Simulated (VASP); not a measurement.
# ZrB2 (P6/mmm) in VASP: a series of runs

The runs below take ZrB2 through single point, with LDA.

Everything below comes from runs of VASP 6.6.1. Logs are shortened: lines on timing, memory, paths and dates and some standing lists are left out, and cuts for length are marked.

### 1 The cell of the first run

The structure is hexagonal, space group P6/mmm (No. 191). Conventional cell: a = 3.284 Å, b = 3.284 Å, c = 3.048 Å, α = 90.00°, β = 90.00°, γ = 120.00°. Zr (site symmetry 6/mmm) has 12 B at 2.43 Å and 2 Zr at 3.05 Å within 3.2 Å. Within 2.5 Å of B (site symmetry -6m2) lie 3 B at 1.90 Å and 6 Zr at 2.43 Å.

### 2 Single point, LDA (volume 9.488 Å^3 an atom, c/a of the conventional cell 0.9284)

INCAR

```
PREC = Accurate
ENCUT = 520
EDIFF = 1E-7
ISMEAR = 0
SIGMA = 0.15
LREAL = False
LASPH = True
NELM = 100
ALGO = Normal
ISIF = 2
LWAVE = False
LCHARG = False
GGA = CA
NBANDS = 16
```

KPOINTS

```
Automatic mesh
0
Gamma
  18 18 12
```

POSCAR

```
ZrB2
1.0
    3.2835481494      0.0000000000      0.0000000000
   -1.6417740747      2.8436361119      0.0000000000
    0.0000000000      0.0000000000      3.0484461019
Zr B
1 2
Direct
    0.0000000000      0.0000000000      0.0000000000
    0.3333333333      0.6666666667      0.5000000000
    0.6666666667      0.3333333333      0.5000000000
```

Potentials or basis: VASP PAW LDA potentials, release 64 (Zr_sv, B).

Run with:

```console
$ cat potpaw_LDA.64/Zr_sv/POTCAR potpaw_LDA.64/B/POTCAR > POTCAR
$ mpirun -np 1 vasp_std > vasp.out
```

OUTCAR:

```text
PREC = Accurate
   ENCUT = 520
   EDIFF = 1E-7
   ISMEAR = 0
   LREAL = False
   LASPH = True
   NELM = 100
   ISIF = 2
   GGA = CA

 ion  position               nearest neighbor table
   1  0.000  0.000  0.000-   2 2.43   3 2.43   2 2.43   3 2.43   2 2.43   2 2.43   3 2.43   3 2.43
                             3 2.43   3 2.43   2 2.43   2 2.43
   2  0.333  0.667  0.500-   3 1.90   3 1.90   3 1.90   1 2.43   1 2.43   1 2.43   1 2.43   1 2.43
                             1 2.43
   3  0.667  0.333  0.500-   2 1.90   2 1.90   2 1.90   1 2.43   1 2.43   1 2.43   1 2.43   1 2.43
                             1 2.43

  LATTYP: Found a hexagonal cell.
 ALAT       =     3.2835481494
 C/A-ratio  =     0.9284000000

  Lattice vectors:

 A1 = (   3.2835481494,   0.0000000000,   0.0000000000)
 A2 = (  -1.6417740747,   2.8436361119,   0.0000000000)
 A3 = (   0.0000000000,   0.0000000000,   3.0484461019)

Analysis of symmetry for initial positions (statically):
=====================================================================
 Subroutine PRICEL returns:
 Original cell was already a primitive cell.

 Routine SETGRP: Setting up the symmetry group for a
 hexagonal supercell.

 Subroutine GETGRP returns: Found 24 space group operations
 (whereof 24 operations were pure point group operations)
 out of a pool of 24 trial point group operations.

The static configuration has the point symmetry D_6h.

Analysis of symmetry for dynamics (positions and initial velocities):
=====================================================================
 Subroutine PRICEL returns:
 Original cell was already a primitive cell.

 Routine SETGRP: Setting up the symmetry group for a
 hexagonal supercell.

 Subroutine GETGRP returns: Found 24 space group operations
 (whereof 24 operations were pure point group operations)
 out of a pool of 24 trial point group operations.

The dynamic configuration has the point symmetry D_6h.

 Subroutine INISYM returns: Found 24 space group operations
 (whereof 24 operations are pure point group operations),
 and found     1 'primitive' translations

----------------------------------------------------------------------------------------

                                     Primitive cell

  volume of cell :      28.4640

  direct lattice vectors                    reciprocal lattice vectors
     3.283548149  0.000000000  0.000000000     0.304548602  0.175831218  0.000000000
    -1.641774075  2.843636112  0.000000000     0.000000000  0.351662435  0.000000000
     0.000000000  0.000000000  3.048446102     0.000000000  0.000000000  0.328035979

  length of vectors
     3.283548149  3.283548149  3.048446102     0.351662435  0.351662435  0.328035979

  position of ions in fractional coordinates (direct lattice)
     0.000000000  0.000000000  0.000000000
     0.333333333  0.666666667  0.500000000
     0.666666667  0.333333333  0.500000000

  ion indices of the primitive-cell ions
   primitive index   ion index
                 1           1
                 2           2
                 3           3

----------------------------------------------------------------------------------------

 KPOINTS: Automatic mesh

Automatic generation of k-mesh.
 Grid dimensions read from file:
 generate k-points for:   18   18   12

 Generating k-lattice:

  Cartesian coordinates                     Fractional coordinates (reciprocal lattice)
     0.016919367  0.009768401  0.000000000     0.055555556  0.000000000  0.000000000
     0.000000000  0.019536802  0.000000000     0.000000000  0.055555556  0.000000000
     0.000000000  0.000000000  0.027336332     0.000000000  0.000000000  0.083333333

  Length of vectors
     0.019536802  0.019536802  0.027336332

  Shift w.r.t. Gamma in fractional coordinates (k-lattice)
     0.000000000  0.000000000  0.000000000

 Subroutine IBZKPT returns following result:
 ===========================================

 Found    259 irreducible k-points:

 Following reciprocal coordinates:
            Coordinates               Weight
[... 53 lines left out ...]
  band No.  band energies     occupation
      1     -36.4456      2.00000
      2     -15.2811      2.00000
      3     -14.6990      2.00000
      4     -14.4701      2.00000
      5       1.2937      2.00000
      6       3.9006      2.00000
[... 8 lines left out ...]
     15      20.6450      0.00000
     16      21.2404      0.00000

 k-point     9 :       0.4444   -0.0000    0.0000
  band No.  band energies     occupation
      1     -36.4378      2.00000
      2     -15.3500      2.00000
      3     -14.7158      2.00000
      4     -14.4588      2.00000
      5       1.8191      2.00000
      6       3.3737      2.00000
[... 8 lines left out ...]
     15      20.3416      0.00000
     16      21.9175      0.00000
[... 172 lines left out ...]
 k-point    19 :       0.1111    0.1111    0.0000
  band No.  band energies     occupation
      1     -36.4958      2.00000
      2     -14.8054      2.00000
      3     -14.5992      2.00000
      4     -14.5425      2.00000
      5      -0.4937      2.00000
      6       6.0462      2.00000
[... 8 lines left out ...]
     15      18.1567      0.00000
     16      19.4451      0.00000

 k-point    20 :       0.1667    0.1111    0.0000
  band No.  band energies     occupation
      1     -36.4822      2.00000
      2     -14.9276      2.00000
      3     -14.6402      2.00000
      4     -14.5228      2.00000
      5      -0.0958      2.00000
      6       5.5515      2.00000
[... 8 lines left out ...]
     15      18.2903      0.00000
     16      19.8175      0.00000

 k-point    21 :       0.2222    0.1111    0.0000
  band No.  band energies     occupation
      1     -36.4675      2.00000
      2     -15.0538      2.00000
      3     -14.6842      2.00000
      4     -14.5017      2.00000
      5       0.3790      2.00000
      6       5.0298      2.00000
[... 8 lines left out ...]
     15      19.1250      0.00000
     16      20.0897      0.00000

 k-point    22 :       0.2778    0.1111    0.0000
  band No.  band energies     occupation
      1     -36.4537      2.00000
      2     -15.1696      2.00000
      3     -14.7254      2.00000
      4     -14.4818      2.00000
      5       0.9089      2.00000
      6       4.4973      2.00000
[... 8 lines left out ...]
     15      20.0095      0.00000
     16      20.7670      0.00000

 k-point    23 :       0.3333    0.1111    0.0000
  band No.  band energies     occupation
      1     -36.4425      2.00000
      2     -15.2622      2.00000
      3     -14.7588      2.00000
      4     -14.4656      2.00000
      5       1.4682      2.00000
      6       3.9607      2.00000
[... 8 lines left out ...]
     15      20.9383      0.00000
     16      21.1602      0.00000

 k-point    24 :       0.3889    0.1111    0.0000
  band No.  band energies     occupation
      1     -36.4351      2.00000
      2     -15.3217      2.00000
      3     -14.7805      2.00000
      4     -14.4549      2.00000
      5       2.0139      2.00000
      6       3.4404      2.00000
[... 8 lines left out ...]
     15      20.8356      0.00000
     16      21.6564      0.00000

 [... further k-points ...]
[... 5 lines left out ...]
  --------------------------------------------------------------------------------------
  -------------------------------------------------------------------------------------
  Total       -1.5168544     -1.5168544      9.7863897      0.0000000     -0.0000000      0.0000000
  in kB      -85.3804738    -85.3804738    550.8548263      0.0000000     -0.0000000      0.0000000
  external PRESSURE =     126.6979596 kB  Pullay stress =       0.0000000 kB

 VOLUME and BASIS-vectors are now :
 -----------------------------------------------------------------------------
  energy-cutoff  :      520.00
  volume of cell :       28.46
      direct lattice vectors                 reciprocal lattice vectors
     3.283548149  0.000000000  0.000000000     0.304548602  0.175831218  0.000000000
    -1.641774075  2.843636112  0.000000000     0.000000000  0.351662435  0.000000000
     0.000000000  0.000000000  3.048446102     0.000000000  0.000000000  0.328035979

 POSITION                                       TOTAL-FORCE (eV/Angst)
 -----------------------------------------------------------------------------------
      0.00000      0.00000      0.00000         0.000000      0.000000      0.000000
     -0.00000      1.89576      1.52422        -0.000000      0.000000     -0.000000
      1.64177      0.94788      1.52422         0.000000      0.000000      0.000000
 -----------------------------------------------------------------------------------
    total drift:                               -0.000000      0.000000      0.000000

  FREE ENERGIE OF THE ION-ELECTRON SYSTEM (eV)
  ---------------------------------------------------
  free  energy   TOTEN  =       -26.7451512993 eV

  energy  without entropy=      -26.7426622167  energy(sigma->0) =      -26.74390676
```

Run time: 34 s. Hardware: 1 thread of Intel Xeon 6975P-C (Granite Rapids), shared host; peak memory 0.22 GiB.

What came out:

```
Free energy            : -26.7452 eV
Pressure               : 12.7 GPa
Band gap on the k mesh : zero (band 9 reaches 11.89 eV, above the bottom of band 10 at 10.08 eV)
```

### 3 Single point, LDA (volume 10.278 Å^3 an atom, c/a of the conventional cell 1.1138)

INCAR

```
SYSTEM = ZrB2
PREC     = Accurate       ! precision mode
ENCUT    = 520            ! plane-wave cutoff, eV
EDIFF    = 1E-7           ! SCF threshold, eV
ISMEAR   = 0              ! smearing method
SIGMA    = 0.15           ! smearing width, eV
LREAL    = .False.        ! projectors in reciprocal space
LASPH    = .True.         ! aspherical terms in the spheres
NELM     = 100            ! most SCF steps
ALGO     = Normal         ! electronic algorithm
ISIF     = 2              ! what is computed and relaxed
LWAVE    = .False.        ! write WAVECAR
LCHARG   = .False.        ! write CHGCAR
NBANDS   = 16             ! bands
```

KPOINTS

```
Automatic mesh
0
Gamma
  18 18 12
  0 0 0
```

POSCAR

```
ZrB2
1.0
    3.1737236700      0.0000000000      0.0000000000
   -1.5868618350      2.7485253228      0.0000000000
    0.0000000000      0.0000000000      3.5347688132
Zr B
1 2
Direct
    0.0000000000      0.0000000000      0.0000000000
    0.3333333333      0.6666666667      0.5000000000
    0.6666666667      0.3333333333      0.5000000000
```

Potentials or basis: VASP PAW LDA potentials, release 64 (Zr_sv, B).

Run with:

```console
$ cat potpaw_LDA.64/Zr_sv/POTCAR potpaw_LDA.64/B/POTCAR > POTCAR
$ mpirun -np 1 vasp_std > vasp.out
```

It took 36 s on 1 thread of Intel Xeon 6975P-C (Granite Rapids), shared host; peak memory 0.22 GiB.

Results (log left out):

* Free energy: -27.4519 eV
* Pressure: -9.0 GPa
* Band gap on the k mesh: zero (band 9 reaches 11.17 eV, above the bottom of band 10 at 9.93 eV)

Stress tensor (GPa, compression positive):
```
-9.27  0.00  0.00
 0.00 -9.27  0.00
 0.00  0.00 -8.50
```

Levels at points of the mesh, in eV from the Fermi level:
```tsv
k point	band 6	band 7	band 8	band 9	band 10	band 11	band 12	band 13
(0.00, 0.00, 0.00)	-2.66	-2.66	-2.62	-2.33	3.32	3.32	4.10	4.10
(0.50, 0.00, 0.00)	-8.37	-3.90	-3.06	-2.71	2.21	2.24	4.85	4.94
(0.00, 0.00, 0.50)	-6.94	-0.99	-0.99	0.27	0.27	0.72	0.72	1.76
(0.50, 0.00, 0.50)	-6.90	-4.62	-4.14	-1.98	3.66	4.12	5.23	6.20
```

### 4 Single point, LDA (volume 10.674 Å^3 an atom, c/a of the conventional cell 1.1834)

INCAR

```
SYSTEM = ZrB2
PREC = Accurate
ENCUT = 520
EDIFF = 1E-6
ISMEAR = 0
SIGMA = 0.15
LREAL = .FALSE.
LASPH = .TRUE.
NELM = 100
ALGO = Normal
ISIF = 2
LWAVE = .FALSE.
LCHARG = .FALSE.
NBANDS = 16
```

KPOINTS

```
Automatic mesh
0
G
  18 18 12
  0 0 0
```

POSCAR

```
ZrB2
1.0
    3.1496484723      0.0000000000      0.0000000000
   -1.5748242362      2.7276755900      0.0000000000
    0.0000000000      0.0000000000      3.7272940021
Zr B
1 2
Direct
    0.0000000000      0.0000000000      0.0000000000
    0.3333333333      0.6666666667      0.5000000000
    0.6666666667      0.3333333333      0.5000000000
```

Run with:

```console
$ cat potpaw_LDA.64/Zr_sv/POTCAR potpaw_LDA.64/B/POTCAR > POTCAR
$ mpirun -np 1 vasp_std > vasp.out
```

Run time: 35 s. Hardware: 1 thread of Intel Xeon 6975P-C (Granite Rapids), shared host; peak memory 0.23 GiB.

Results (log left out):

* Free energy: -27.2922 eV
* Pressure: -15.7 GPa
* Band gap on the k mesh: zero (band 9 reaches 10.73 eV, above the bottom of band 10 at 9.34 eV)

Stress tensor (GPa, compression positive):
```
 -9.96   0.00   0.00
  0.00  -9.96   0.00
  0.00   0.00 -27.09
```

Levels at points of the mesh, in eV from the Fermi level:
```csv
k point,band 7,band 8,band 9,band 10,band 11,band 12
"(0.00, 0.00, 0.00)",-2.70,-2.14,-2.14,3.25,3.25,3.50
"(0.50, 0.00, 0.00)",-4.05,-2.85,-2.56,2.04,2.13,4.69
"(0.00, 0.00, 0.50)",-0.68,-0.68,0.73,0.73,0.79,0.84
"(0.50, 0.00, 0.50)",-4.16,-3.96,-1.93,2.85,4.29,5.13
```

### 5 Single point, LDA (volume 10.674 Å^3 an atom, c/a of the conventional cell 1.3361)

INCAR

```
  PREC = Accurate
  ENCUT = 520
  EDIFF = 1E-7
  ISMEAR = 0
  SIGMA = 0.15
  LREAL = False
  LASPH = True
  NELM = 100
  ALGO = Normal
  ISIF = 2
  LWAVE = False
  LCHARG = False
  GGA = CA
  NBANDS = 16
```

KPOINTS

```
Automatic mesh
0
Gamma
  18 18 12
```

POSCAR

```
ZrB2
1.0
    3.0247741476      0.0000000000      0.0000000000
   -1.5123870738      2.6195312525      0.0000000000
    0.0000000000      0.0000000000      4.0414007386
Zr B
1 2
Direct
    0.0000000000      0.0000000000      0.0000000000
    0.3333333333      0.6666666667      0.5000000000
    0.6666666667      0.3333333333      0.5000000000
```

Run with:

```console
$ cat potpaw_LDA.64/Zr_sv/POTCAR potpaw_LDA.64/B/POTCAR > POTCAR
$ mpirun -np 1 vasp_std > vasp.out
```

Wall time 36 s (1 thread of Intel Xeon 6975P-C (Granite Rapids), shared host); peak memory 0.23 GiB.

It converged, with:

```
Free energy            : -26.7336 eV
Pressure               : -10.8 GPa
Band gap on the k mesh : zero (band 9 reaches 9.90 eV, above the bottom of band 10 at 9.17 eV)
```

Stress tensor (GPa, compression positive):
```
  6.23   0.00   0.00
  0.00   6.23   0.00
  0.00   0.00 -44.88
```

Levels at points of the mesh, in eV from the Fermi level:
| k point | band 5 | band 6 | band 7 | band 8 | band 9 | band 10 | band 11 | band 12 | band 13 | band 14 |
| --- | --- | --- | --- | --- | --- | --- | --- | --- | --- | --- |
| (0.00, 0.00, 0.00) | -12.09 | -3.12 | -2.77 | -0.89 | -0.89 | 3.14 | 3.14 | 3.93 | 3.93 | 6.96 |
| (0.50, 0.00, 0.00) | -8.03 | -7.72 | -4.04 | -2.32 | -2.09 | 2.33 | 2.63 | 5.00 | 6.16 | 6.22 |
| (0.00, 0.00, 0.50) | -10.76 | -6.54 | -0.39 | 0.37 | 0.37 | 1.11 | 1.11 | 2.40 | 2.40 | 7.30 |
| (0.50, 0.00, 0.50) | -8.85 | -6.75 | -3.54 | -3.07 | -1.36 | 2.14 | 3.81 | 5.44 | 5.56 | 6.24 |

### 6 Single point, LDA (volume 10.674 Å^3 an atom, c/a of the conventional cell 1.0482)

INCAR

```
SYSTEM = ZrB2
PREC     = Accurate       ! precision mode
ENCUT    = 520            ! plane-wave cutoff, eV
EDIFF    = 1E-6           ! SCF threshold, eV
ISMEAR   = 0              ! smearing method
SIGMA    = 0.15           ! smearing width, eV
LREAL    = .False.        ! projectors in reciprocal space
LASPH    = .True.         ! aspherical terms in the spheres
NELM     = 80             ! most SCF steps
ALGO     = Normal         ! electronic algorithm
ISIF     = 2              ! what is computed and relaxed
LWAVE    = .False.        ! write WAVECAR
LCHARG   = .False.        ! write CHGCAR
NBANDS   = 16             ! bands
```

KPOINTS

```
regular mesh
0
Gamma
  18 18 12
  0 0 0
```

POSCAR

```
ZrB2
1.0
    3.2796277720      0.0000000000      0.0000000000
   -1.6398138860      2.8402409655      0.0000000000
    0.0000000000      0.0000000000      3.4377058306
Zr B
1 2
Direct
    0.0000000000      0.0000000000      0.0000000000
    0.3333333333      0.6666666667      0.5000000000
    0.6666666667      0.3333333333      0.5000000000
```

Potentials or basis: VASP PAW LDA potentials, release 64 (Zr_sv, B).

Run with:

```console
$ cat potpaw_LDA.64/Zr_sv/POTCAR potpaw_LDA.64/B/POTCAR > POTCAR
$ mpirun -np 1 vasp_std > vasp.out
```

Wall time 32 s (1 thread of Intel Xeon 6975P-C (Granite Rapids), shared host); peak memory 0.23 GiB.

It converged, with:

```
Free energy            : -27.2695 eV
Pressure               : -17.4 GPa
Band gap on the k mesh : zero (band 9 reaches 10.60 eV, above the bottom of band 10 at 9.71 eV)
```

Stress tensor (GPa, compression positive):
```
-23.96   0.00   0.00
  0.00 -23.96   0.00
  0.00   0.00  -4.26
```

Levels at points of the mesh, in eV from the Fermi level:
```csv
k point,band 6,band 7,band 8,band 9,band 10,band 11,band 12,band 13
"(0.00, 0.00, 0.00)",-2.96,-2.96,-2.35,-1.83,3.17,3.17,3.86,4.41
"(0.50, 0.00, 0.00)",-8.34,-3.36,-3.10,-2.65,2.25,2.36,4.20,4.60
"(0.00, 0.00, 0.50)",-6.78,-1.18,-1.18,-0.25,-0.25,0.69,0.69,2.67
"(0.50, 0.00, 0.50)",-6.67,-4.72,-4.03,-2.14,3.70,4.15,4.72,6.38
```

### 7 Overview

| cell | gap on the mesh (eV) | pressure (GPa) |
| --- | --- | --- |
| a = 3.284, b = 3.284, c = 3.048 Å, angles 90.0, 90.0, 120.0°, 3 atoms | none | 12.7 |
| a = 3.174, b = 3.174, c = 3.535 Å, angles 90.0, 90.0, 120.0°, 3 atoms | none | -9.0 |
| a = 3.150, b = 3.150, c = 3.727 Å, angles 90.0, 90.0, 120.0°, 3 atoms | none | -15.7 |
| a = 3.025, b = 3.025, c = 4.041 Å, angles 90.0, 90.0, 120.0°, 3 atoms | none | -10.8 |
| a = 3.280, b = 3.280, c = 3.438 Å, angles 90.0, 90.0, 120.0°, 3 atoms | none | -17.4 |

Alike in all rows: task single point; level LDA; potentials or basis VASP PAW LDA potentials, release 64 (Zr_sv, B); no spin polarisation; k mesh 18 × 18 × 12; cutoff (eV) 520; smearing gaussian 0.15 eV.

Total energies depend on the potentials used, so only differences within one code and one set of settings carry meaning.
